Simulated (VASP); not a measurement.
BaZnSbF: single point with PBE

BaZnSbF:

```
Ba F Zn Sb
1.0
     4.42185    0.00000    0.00000
     0.00000    4.42185    0.00000
     0.00000    0.00000    9.74257
Ba F Zn Sb
2 2 2 2
Direct
  0.75000 0.75000 0.35079
  0.25000 0.25000 0.64921
  0.25000 0.75000 0.50000
  0.75000 0.25000 0.50000
  0.25000 0.75000 0.00000
  0.75000 0.25000 0.00000
  0.25000 0.25000 0.16604
  0.75000 0.75000 0.83396
```

```json
{
 "Program": "VASP 6.6.1",
 "Task": "single point",
 "Functional": "PBE",
 "Potentials or basis": "VASP PAW PBE potentials, release 64 (Ba_sv, F, Zn, Sb)",
 "Cutoff": "520 eV",
 "k mesh": "4 × 4 × 2",
 "Occupations": "methfessel-paxton, width 0.0849 eV",
 "Spin": "no spin polarisation"
}
```

- Pressure: 2.8 GPa
- Largest force: 0.342 eV/Å
- Band gap on the k mesh: zero (bands 34 and 35 overlap by 0.01 eV)

Forces on the atoms (eV/Å):
```
Ba   0.000  0.000 -0.342
Ba   0.000  0.000  0.342
F    0.000  0.000  0.000
F    0.000  0.000  0.000
Zn   0.000  0.000  0.000
Zn   0.000  0.000  0.000
Sb   0.000  0.000  0.163
Sb   0.000  0.000 -0.163
```

Stress tensor (GPa, compression positive):
```
3.08 0.00 0.00
0.00 3.08 0.00
0.00 0.00 2.14
```

Levels at points of the mesh, in eV from the Fermi level:
| k point | band 31 | band 32 | band 33 | band 34 | band 35 | band 36 | band 37 | band 38 |
| --- | --- | --- | --- | --- | --- | --- | --- | --- |
| (0.00, 0.00, 0.00) | -2.05 | -0.82 | -0.45 | 0.01 | 0.01 | 1.28 | 2.02 | 2.08 |
| (0.50, 0.00, 0.00) | -1.40 | -1.40 | -0.84 | -0.84 | 1.51 | 1.51 | 2.31 | 2.31 |
| (0.50, 0.50, 0.00) | -2.63 | -2.63 | -2.53 | -2.53 | 1.73 | 1.73 | 1.88 | 1.88 |
| (0.00, 0.00, 0.50) | -2.04 | -1.16 | -0.40 | -0.01 | -0.01 | 1.41 | 1.49 | 2.71 |
| (0.50, 0.00, 0.50) | -1.32 | -1.32 | -0.83 | -0.83 | 1.56 | 1.56 | 2.37 | 2.37 |
| (0.50, 0.50, 0.50) | -2.64 | -2.64 | -2.52 | -2.52 | 1.92 | 1.92 | 2.14 | 2.14 |

Wall time 3.5 min on 1 thread of Oxide Virtual Turin-like Processor, on a shared host, peak memory 0.32 GiB.

Caveat: semilocal functionals underestimate gaps, and a narrow one can read as zero; spin-orbit coupling is left out, which moves the levels of the heavy elements.
